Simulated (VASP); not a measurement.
# MgBe2SeS2 (P-6m2) in VASP: relaxation of cell and atoms with PBE

Aim: the relaxation of cell and atoms of MgBe2SeS2 with PBE.

Program: VASP 6.6.1. These are calculated values, not measurements. Logs are shortened: lines on timing, memory, paths and dates and some standing lists are left out, and cuts for length are marked.

### 1 The cell of the first run

It takes space group P-6m2 (No. 187, hexagonal). Conventional cell: a = 4.678 Å, b = 4.678 Å, c = 5.059 Å, α = 90.00°, β = 90.00°, γ = 120.00°. Within 3.3 Å of Mg (site symmetry -6m2) lie 5 Be at 2.53 to 2.70 Å and 3 S at 2.70 Å. Be (site symmetry -6m2) has 5 S at 2.53 to 2.70 Å and 3 Mg at 2.70 Å within 3.3 Å. Within 3.3 Å of Be (site symmetry -6m2) lie 2 Mg at 2.53 Å and 3 Se at 2.70 Å and 3 S at 2.70 Å. Within 3.3 Å of Se (site symmetry -6m2) lie 5 S at 2.53 to 2.70 Å and 3 Be at 2.70 Å. S (site symmetry -6m2) has 2 Se at 2.53 Å and 3 Be at 2.70 Å and 3 Mg at 2.70 Å within 3.3 Å. Within 3.3 Å of S (site symmetry -6m2) lie 5 Be at 2.53 to 2.70 Å and 3 Se at 2.70 Å.

The cell was built from a structure type or drawn by symmetry, and may not be a known phase.

### 2 Relaxation of cell and atoms, PBE

Input file INCAR:

```
PREC     = Accurate       # precision mode
ENCUT    = 600            # plane-wave cutoff, eV
EDIFF    = 1E-7           # SCF threshold, eV
ISMEAR   = 0              # smearing method
SIGMA    = 0.1            # smearing width, eV
LREAL    = False          # projectors in reciprocal space
LASPH    = True           # aspherical terms in the spheres
NELM     = 60             # most SCF steps
ALGO     = Normal         # electronic algorithm
ISIF     = 3              # what is computed and relaxed
LWAVE    = False          # write WAVECAR
LCHARG   = False          # write CHGCAR
GGA      = PE             # functional
IBRION   = 2              # ionic algorithm
NSW      = 100            # ionic steps
EDIFFG   = -0.01          # ionic threshold
```

Input file KPOINTS:

```
Automatic mesh
0
Gamma
  12 12 8
```

Input file POSCAR:

```
MgBe2SeS2
1.0
    4.6776108759      0.0000000000      0.0000000000
   -2.3388054379      4.0509298475      0.0000000000
    0.0000000000      0.0000000000      5.0587073666
Mg Be Se S
1 2 1 2
Direct
    0.0000000000      0.0000000000      0.5000000000
    0.6666666667      0.3333333333      0.5000000000
    0.0000000000      0.0000000000      0.0000000000
    0.3333333333      0.6666666667      0.0000000000
    0.3333333333      0.6666666667      0.5000000000
    0.6666666667      0.3333333333      0.0000000000
```

Potentials or basis: VASP PAW PBE potentials, release 64 (Mg, Be, Se, S).

The run is started by

```console
cat potpaw_PBE.64/Mg/POTCAR potpaw_PBE.64/Be/POTCAR potpaw_PBE.64/Se/POTCAR potpaw_PBE.64/S/POTCAR > POTCAR
mpirun -np 1 vasp_std > vasp.out
```

OUTCAR:

```text
PREC = Accurate
   ENCUT = 600
   EDIFF = 1E-7
   ISMEAR = 0
   LREAL = False
   LASPH = True
   NELM = 60
   ISIF = 3
   GGA = PE
   IBRION = 2
   NSW = 100
   EDIFFG = -0.01

 ion  position               nearest neighbor table
   1  0.000  0.000  0.500-   3 2.53   3 2.53   5 2.70   2 2.70   5 2.70   2 2.70   2 2.70   5 2.70

   2  0.667  0.333  0.500-   6 2.53   6 2.53   1 2.70   1 2.70   1 2.70
   3  0.000  0.000  0.000-   1 2.53   1 2.53
   4  0.333  0.667  0.000-   5 2.53   5 2.53   6 2.70   6 2.70   6 2.70
   5  0.333  0.667  0.500-   4 2.53   4 2.53   1 2.70   1 2.70   1 2.70
   6  0.667  0.333  0.000-   2 2.53   2 2.53   4 2.70   4 2.70   4 2.70

  LATTYP: Found a hexagonal cell.
 ALAT       =     4.6776108759
 C/A-ratio  =     1.0814724655

  Lattice vectors:

 A1 = (   4.6776108759,   0.0000000000,   0.0000000000)
 A2 = (  -2.3388054379,   4.0509298475,   0.0000000000)
 A3 = (   0.0000000000,   0.0000000000,   5.0587073666)

Analysis of symmetry for initial positions (statically):
=====================================================================
 Subroutine PRICEL returns:
 Original cell was already a primitive cell.

 Routine SETGRP: Setting up the symmetry group for a
 hexagonal supercell.

 Subroutine GETGRP returns: Found 12 space group operations
 (whereof 12 operations were pure point group operations)
 out of a pool of 24 trial point group operations.

The static configuration has the point symmetry D_3h.

Analysis of symmetry for dynamics (positions and initial velocities):
=====================================================================
 Subroutine PRICEL returns:
 Original cell was already a primitive cell.

 Routine SETGRP: Setting up the symmetry group for a
 hexagonal supercell.

 Subroutine GETGRP returns: Found 12 space group operations
 (whereof 12 operations were pure point group operations)
 out of a pool of 24 trial point group operations.

The dynamic configuration has the point symmetry D_3h.

 Subroutine INISYM returns: Found 12 space group operations
 (whereof 12 operations are pure point group operations),
 and found     1 'primitive' translations

----------------------------------------------------------------------------------------

                                     Primitive cell

  volume of cell :      95.8558

  direct lattice vectors                    reciprocal lattice vectors
     4.677610876  0.000000000  0.000000000     0.213784350  0.123428452  0.000000000
    -2.338805438  4.050929847  0.000000000     0.000000000  0.246856904  0.000000000
     0.000000000  0.000000000  5.058707367     0.000000000  0.000000000  0.197678958

  length of vectors
     4.677610876  4.677610876  5.058707367     0.246856904  0.246856904  0.197678958

  position of ions in fractional coordinates (direct lattice)
     0.000000000  0.000000000  0.500000000
     0.666666667  0.333333333  0.500000000
     0.000000000  0.000000000  0.000000000
     0.333333333  0.666666667  0.000000000
     0.333333333  0.666666667  0.500000000
     0.666666667  0.333333333  0.000000000

  ion indices of the primitive-cell ions
   primitive index   ion index
                 1           1
                 2           2
                 3           3
                 4           4
                 5           5
                 6           6

----------------------------------------------------------------------------------------

 KPOINTS: Automatic mesh

Automatic generation of k-mesh.
 Grid dimensions read from file:
 generate k-points for:   12   12    8

 Generating k-lattice:

  Cartesian coordinates                     Fractional coordinates (reciprocal lattice)
     0.017815362  0.010285704  0.000000000     0.083333333  0.000000000  0.000000000
     0.000000000  0.020571409  0.000000000     0.000000000  0.083333333  0.000000000
     0.000000000  0.000000000  0.024709870     0.000000000  0.000000000  0.125000000

  Length of vectors
     0.020571409  0.020571409  0.024709870

  Shift w.r.t. Gamma in fractional coordinates (k-lattice)
     0.000000000  0.000000000  0.000000000

 Subroutine IBZKPT returns following result:
 ===========================================

 Found     95 irreducible k-points:

 Following reciprocal coordinates:
            Coordinates               Weight
  0.000000  0.000000  0.000000      1.000000
  0.083333  0.000000  0.000000      6.000000
  0.166667  0.000000  0.000000      6.000000
  0.250000  0.000000  0.000000      6.000000
  0.333333  0.000000  0.000000      6.000000
  0.416667  0.000000  0.000000      6.000000
[... 16 lines left out ...]
  0.250000  0.000000  0.125000     12.000000
  0.333333  0.000000  0.125000     12.000000
 [... further k-points ...]
   k-points           NKPTS =     95   k-points in BZ     NKDIM =     95   number of bands    NBANDS=     16
   number of dos      NEDOS =    301   number of ions     NIONS =      6
   total plane-waves  NPLWV =  64000
   dimension x,y,z NGX =    40 NGY =   40 NGZ =   40
   dimension x,y,z NGXF=    80 NGYF=   80 NGZF=   80
   ions per type =               1   2   1   2
   NGX,Y,Z   is equivalent  to a cutoff of  14.22, 14.22, 13.15 a.u.
   NGXF,Y,Z  is equivalent  to a cutoff of  28.43, 28.43, 26.29 a.u.
 SYSTEM =  unknown system
   PREC   = accura    normal or accurate (medium, high low for compatibility)
   ISTART =      0    job   : 0-new  1-cont  2-samecut
   ICHARG =      2    charge: 1-file 2-atom 10-const
   ISPIN  =      1    spin polarized calculation?
   LNONCOLLINEAR =      F non collinear calculations
   LSORBIT =      F    spin-orbit coupling
   LASPH  =      T    aspherical Exc in radial PAW
   ENCUT  =  600.0 eV  44.10 Ry    6.64 a.u.   9.34  9.34 10.10*2*pi/ulx,y,z
   NELM   =     60;   NELMIN=  2; NELMDL= -5     # of ELM steps
   EDIFF  = 0.1E-06   stopping-criterion for ELM
   LREAL  =      F    real-space projection
   EDIFFG = -.1E-01   stopping-criterion for IOM
   NSW    =    100    number of steps for IOM
   IBRION =      2    ionic relax: 0-MD 1-quasi-New 2-CG
   NFREE  =      1    steps in history (QN), initial steepest desc. (CG)
   ISIF   =      3    stress and relaxation
   ISYM   =      2    0-nonsym 1-usesym 2-fastsym
   POTIM  = 0.5000    time-step for ionic-motion
   TEBEG  =    0.0;   TEEND  =   0.0 temperature during run
   PSTRESS=    0.0 pullay stress
   NELECT =      24.0000    total number of electrons
   NUPDOWN=      -1.0000    fix difference up-down
   EMIN   =  10.00;   EMAX   =-10.00  energy-range for DOS
   EFERMI =   0.00;   METHOD = LEGACY
   ISMEAR =     0;   SIGMA  =   0.10  broadening in eV -4-tet -1-fermi 0-gaus
   EFERMI_NEDOS =   21; number of points for ismear=-14 and -15
   IALGO  =     38    algorithm
   IMIX   =      4    mixing-type and parameters
     AMIX     =   0.40;   BMIX     =  1.00
     AMIX_MAG =   1.60;   BMIX_MAG =  1.00
  volume/ion in A,a.u.               =      15.98       107.81
  Fermi-wavevector in a.u.,A,eV,Ry     =   1.031824  1.949865 14.485600  1.064662
  Thomas-Fermi vector in A             =   2.165992
   LORBIT       =      0    0 simple, 1 ext, 2 COOP (PROOUT), +10 PAW based schemes
   GGA     = PE    functional components
   LHFCALC =     F    Hartree Fock is set to
   AEXX    =    0.0000 exact exchange contribution
   IVDW    =     0    specifies the selected vdW correction
   LEPSILON=     F    determine dielectric tensor
   LRPA    =     F    only Hartree local field effects (RPA)
 conjugate gradient relaxation of ions
 non-spin polarized calculation
 Gauss-broadening in eV      SIGMA  =   0.10
  energy-cutoff  :      600.00
  volume of cell :       95.86
 maximum number of plane-waves:      3260
 NGX is ok and might be reduce to    40
   NGX = 19   NGY = 19   NGZ = 21

--------------------------------------- Ionic step        1  -------------------------------------------

 number of electron      23.9999999 magnetization

 Free energy of the ion-electron system (eV)
  ---------------------------------------------------
  ext. energy  EPLUGINS =         0.00000000
  ---------------------------------------------------
  free energy    TOTEN  =       -17.75077516 eV

  energy without entropy =      -17.73729999  energy(sigma->0) =      -17.74403757

 E-fermi :   5.8379     XC(G=0): -10.0336

 val. band max:        5.8278428921   @ k =   0.1667   0.0000   0.3750
 cond. band min:       5.8475356941   @ k =   0.3333   0.0833   0.1250
 fundamental gap:      0.0196928021
 Fermi energy:         5.8379017954

 k-point     1 :       0.0000    0.0000    0.0000
  band No.  band energies     occupation
      1     -10.3065      2.00000
      2      -7.3058      2.00000
      3      -5.2169      2.00000
      4      -1.6589      2.00000
      5       0.0761      2.00000
      6       0.0761      2.00000
[... 8 lines left out ...]
     15       7.2459      0.00000
     16       7.2912      0.00000
[... 420 lines left out ...]
  band No.  band energies     occupation
      1      -9.7757      2.00000
      2      -7.6122      2.00000
      3      -6.1255      2.00000
      4      -0.8489      2.00000
      5      -0.7136      2.00000
      6      -0.6536      2.00000
[... 8 lines left out ...]
     15       8.6880      0.00000
     16       8.7552      0.00000

 [... further k-points ...]
[... 5 lines left out ...]
  --------------------------------------------------------------------------------------
  -------------------------------------------------------------------------------------
  Total       -1.2345805     -1.2345805      3.8346235     -0.0000000     -0.0000000     -0.0000000
  in kB      -20.6353392    -20.6353392     64.0936409     -0.0000000     -0.0000000     -0.0000000
  external PRESSURE =       7.6076542 kB  Pullay stress =       0.0000000 kB
[... 225 lines left out ...]
  energy  without entropy=      -17.8174070020  energy(sigma->0) =      -17.82271007

--------------------------------------- Ionic step        7  -------------------------------------------

 number of electron      24.0000003 magnetization

 Free energy of the ion-electron system (eV)
  ---------------------------------------------------
  ext. energy  EPLUGINS =         0.00000000
  ---------------------------------------------------
  free energy    TOTEN  =       -17.82804488 eV

  energy without entropy =      -17.81740214  energy(sigma->0) =      -17.82272351

 E-fermi :   5.8581     XC(G=0):  -9.9982

 val. band max:        5.8561460156   @ k =   0.2500   0.1667   0.1250
 cond. band min:       5.8674901201   @ k =   0.1667   0.0833   0.2500
 fundamental gap:      0.0113441045
 Fermi energy:         5.8580868608

 k-point     1 :       0.0000    0.0000    0.0000
  band No.  band energies     occupation
      1     -10.3342      2.00000
      2      -7.5330      2.00000
      3      -5.2961      2.00000
      4      -1.5882      2.00000
      5       0.0491      2.00000
      6       0.0491      2.00000
[... 8 lines left out ...]
     15       6.9953      0.00000
     16       7.3972      0.00000
[... 420 lines left out ...]
  band No.  band energies     occupation
      1      -9.7671      2.00000
      2      -7.7000      2.00000
      3      -6.3957      2.00000
      4      -0.8277      2.00000
      5      -0.7854      2.00000
      6      -0.6663      2.00000
[... 8 lines left out ...]
     15       8.1814      0.00000
     16       8.5803      0.00000

 [... further k-points ...]
[... 5 lines left out ...]
  --------------------------------------------------------------------------------------
  -------------------------------------------------------------------------------------
  Total        0.0013306      0.0013306     -0.0083412      0.0000000      0.0000000      0.0000000
  in kB        0.0220445      0.0220445     -0.1381927      0.0000000      0.0000000      0.0000000
  external PRESSURE =      -0.0313679 kB  Pullay stress =       0.0000000 kB
[... 21 lines left out ...]
  FREE ENERGIE OF THE ION-ELECTRON SYSTEM (eV)
  ---------------------------------------------------
  free  energy   TOTEN  =       -17.8280448821 eV

  energy  without entropy=      -17.8174021360  energy(sigma->0) =      -17.82272351

 reached required accuracy - stopping structural energy minimisation
```

It took 18 min on 1 thread of Intel Xeon 8259CL, shared host; peak memory 0.42 GiB.

What came out:

```
Free energy                           : -17.8280 eV
Relaxed volume                        : 16.12 Å³/atom
Relaxed cell                          : a = 4.622 Å, b = 4.622 Å, c = 5.227 Å, α = 90.00°, β = 90.00°, γ = 120.00°
Space group after relaxing (to 0.1 Å) : P-6m2 (No. 187)
Energy gained by relaxing             : 12.9 meV/atom
Ionic steps                           : 7
Pressure after relaxing               : 0.0 GPa
Band gap on the k mesh                : zero (bands 12 and 13 overlap by 1.65 eV)
```

The path:
| step | energy change (eV) | largest force (eV/Å) | pressure (GPa) | volume (Å³) |
| --- | --- | --- | --- | --- |
| 1 | 0.0000 | 0.0000 | 0.76 | 95.86 |
| 2 | -0.0766 | 0.0000 | -0.11 | 96.86 |
| 3 | -0.0771 | 0.0000 | -0.16 | 96.95 |
| 4 | -0.0771 | 0.0000 | -0.17 | 96.97 |
| 5 | -0.0772 | 0.0000 | -0.02 | 96.74 |
| 6 | -0.0772 | 0.0000 | -0.02 | 96.73 |
| 7 | -0.0773 | 0.0000 | 0.00 | 96.71 |

Final structure:
```
Mg Be Se S
1.0
     4.62208    0.00000    0.00000
    -2.31104    4.00284    0.00000
     0.00000    0.00000    5.22692
Mg Be Se S
1 2 1 2
Cartesian
  0.0000 0.0000 2.6135
  2.3110 1.3343 2.6135
  0.0000 0.0000 0.0000
  0.0000 2.6686 0.0000
  0.0000 2.6686 2.6135
  2.3110 1.3343 0.0000
```
